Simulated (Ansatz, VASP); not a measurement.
**Zn5SiAg2Te8 in VASP and in Ansatz**

```
CELL_PARAMETERS angstrom
-6.27546 6.27458 0.01811
-6.27387 0.01848 6.19933
-0.01798 6.27349 6.19984
ATOMIC_POSITIONS crystal
Si 0.50182 0.49888 0.99963
Zn 0.98641 0.98569 0.01286
Zn 0.51287 0.98519 0.01132
Zn 0.00149 0.99842 0.49986
Zn 0.98600 0.51199 0.48684
Zn 0.51296 0.51023 0.48610
Ag 0.00397 0.49879 0.99955
Ag 0.50191 0.99905 0.49934
Te 0.88189 0.87461 0.37559
Te 0.36970 0.87423 0.37525
Te 0.87655 0.36694 0.38020
Te 0.87644 0.87928 0.86806
Te 0.37443 0.38531 0.36406
Te 0.37470 0.86348 0.88586
Te 0.86524 0.37407 0.87496
Te 0.38999 0.37373 0.87459
```

Alike in both runs: functional PBE; k mesh 3 × 3 × 3; occupations gaussian, width 0.1 eV; no spin polarisation.

Ansatz relaxed the structure, and its values are those at the end. VASP's run is a single point on that final structure, the one shown.

|  | VASP | Ansatz |
| --- | --- | --- |
| version | VASP 6.6.1 | Ansatz 0.2.0 |
| potentials or method | VASP PAW PBE potentials, release 64 (Si, Zn, Ag, Te), cutoff 520 eV | scalar-relativistic, plane waves, PAW |
| valence electrons in the cell | 134 | 230 |

|  | VASP | Ansatz | Ansatz less VASP |
| --- | --- | --- | --- |
| gap on the k mesh at the Fermi level (eV) | none | none | - |
| pressure (GPa) | 0.0 | 0.0 | -0.04 |
| rms of the force components (eV/Å) | 0.023 | 0.021 | -0.0020 |

A gap of «none» marks a metal or a gap that the smearing closes. With one functional, cell and mesh, what is left measures potentials, basis and numerics. VASP's potentials hold 134 valence electrons a cell and Ansatz's 230, so a difference there can come from the potentials and not from the codes.

Spin-orbit coupling is off throughout.
